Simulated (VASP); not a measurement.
## InGaAs2: relaxation of cell and atoms with PBEsol

InGaAs2:

```xyz
4
Lattice="4.1528 0.0000 0.0000 0.0000 4.1528 0.0000 0.0000 0.0000 5.8730" Properties=species:S:1:pos:R:3 pbc="T T T"
Ga    0.0000    0.0000    0.0000
In    2.0764    2.0764    2.9365
As    0.0000    2.0764    1.4682
As    2.0764    0.0000    4.4047
```

```yaml
Program: VASP 6.6.1
Task: relaxation of cell and atoms
Functional: PBEsol
Potentials_or_basis: VASP PAW PBE potentials, release 64 (Ga_d, In_d, As)
Cutoff: 600 eV
k_mesh: 8 × 8 × 6
Occupations: gaussian, width 0.1 eV
Spin: no spin polarisation
Dipole_correction: no
Further_INCAR_settings: ALGO = Normal; EDIFF = 1e-07; IBRION = 2; EDIFFG = -0.01; NSW = 65; ISIF = 3
```

```json
{
  "Relaxed volume": "25.39 Å³/atom",
  "Relaxed cell": "a = 4.147 Å, b = 4.147 Å, c = 5.906 Å, α = 90.00°, β = 90.00°, γ = 90.00°",
  "Space group after relaxing (to 0.1 Å)": "P-4m2 (No. 115)",
  "Energy gained by relaxing": "38.8 meV/atom",
  "Ionic steps": "9",
  "Pressure after relaxing": "0.0 GPa",
  "Largest force after relaxing": "0.004 eV/Å",
  "Band gap on the k mesh": "zero (filled and empty bands touch)"
}
```

Forces on the atoms (eV/Å):
```
Ga   0.000  0.000  0.000
In   0.000  0.000  0.000
As   0.000  0.000 -0.004
As   0.000  0.000  0.004
```

The path:
```
step  energy change (eV)  largest force (eV/Å)  pressure (GPa)  volume (Å³)
   1              0.0000                1.3336            1.00       101.28
   2             -0.1199                0.5422           -0.93       103.61
   3             -0.1333                0.2065           -1.65       104.69
   4             -0.1538                0.0559            0.41       100.91
   5             -0.1548                0.0050            0.01       101.58
   6             -0.1548                0.0005           -0.03       101.64
   7             -0.1551                0.0046           -0.03       101.63
   8             -0.1552                0.0140           -0.02       101.60
   9             -0.1552                0.0036            0.03       101.55
```

Final structure:
```cif
data_structure
_symmetry_space_group_name_H-M 'P 1'
_symmetry_Int_Tables_number 1
_cell_length_a 4.1465
_cell_length_b 4.1465
_cell_length_c 5.9063
_cell_angle_alpha 90.000
_cell_angle_beta 90.000
_cell_angle_gamma 90.000
_cell_volume 101.55
loop_
_atom_site_label
_atom_site_type_symbol
_atom_site_fract_x
_atom_site_fract_y
_atom_site_fract_z
_atom_site_occupancy
Ga1 Ga 0.00000 0.00000 0.00000 1
In1 In 0.50000 0.50000 0.50000 1
As1 As 0.00000 0.50000 0.23035 1
As2 As 0.50000 0.00000 0.76965 1
```

Levels at points of the mesh, in eV from the Fermi level:
```
           k point  band 15  band 16  band 17  band 18  band 19  band 20  band 21  band 22
(0.00, 0.00, 0.00)    -2.59    -0.22    -0.21    -0.04    -0.04     1.43     1.74     3.72
(0.50, 0.00, 0.00)    -3.30    -3.03    -1.50    -0.89     1.97     3.03     4.75     4.86
(0.50, 0.50, 0.00)    -2.71    -2.55    -2.55    -2.38     1.33     1.33     1.52     1.87
(0.00, 0.00, 0.50)    -1.95    -1.95    -1.28    -1.28     1.80     1.88     2.71     3.22
(0.50, 0.00, 0.50)    -1.46    -1.16    -1.13    -0.80     0.50     0.99     4.17     4.53
(0.50, 0.50, 0.50)    -3.35    -3.24    -3.15    -3.15     4.16     4.24     4.30     4.30
```

Wall time 8.8 min on 1 thread of Intel(R) Xeon(R) Platinum 8488C (Sapphire Rapids), on a shared host, peak memory 0.38 GiB.

Caveat: semilocal functionals underestimate gaps, and a narrow one can read as zero; the PAW data sets were made with another functional, which shifts forces and pressure a little; spin-orbit coupling is left out, which moves the levels of the heavy elements.
